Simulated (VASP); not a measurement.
Al3Cu, 4 atoms in the cell. It takes space group P4/mmm (No. 123, tetragonal). Conventional cell: a = 2.724 Å, b = 2.724 Å, c = 7.442 Å, α = 90.00°, β = 90.00°, γ = 90.00°. Al (site symmetry 4/mmm) has 12 Al at 2.72 to 2.83 Å within 3.6 Å. Al (site symmetry 4mm) has 4 Cu at 2.54 Å and 8 Al at 2.72 to 2.83 Å within 3.3 Å. Cu (site symmetry 4/mmm) has 8 Al at 2.54 Å and 4 Cu at 2.72 Å within 3.3 Å.  This cell differs from its parent crystal: volume scaled by 0.94.

- Program: VASP 6.6.1
- Task: relaxation of shape and atoms at fixed volume
- Functional: PBEsol
- Potentials or basis: VASP PAW PBE potentials, release 64 (Al, Cu)
- Cutoff: 600 eV
- k mesh: 16 × 16 × 6
- Occupations: gaussian, width 0.1 eV
- Spin: no spin polarisation
- Dipole correction: no
- Further INCAR settings: ALGO = Fast; EDIFF = 1e-06; IBRION = 2; EDIFFG = -0.01; NSW = 50; ISIF = 4

Potentials or basis: VASP PAW PBE potentials, release 64 (Al, Cu).

Run with:

```sh
$ cat potpaw_PBE.64/Al/POTCAR potpaw_PBE.64/Cu/POTCAR > POTCAR
$ mpirun -np 1 vasp_std > vasp.out
```

Hardware: 1 thread of AMD EPYC 9R45 96-Core Processor (Zen 5), with other jobs on the host.

**Question.** How long does it take, and how much memory?

**Answer.** It took 3 min on 1 thread of AMD EPYC 9R45 96-Core Processor (Zen 5), on a shared host, peak memory 0.29 GiB. Counts: scf iterations 31, k points 180, ion steps 3.
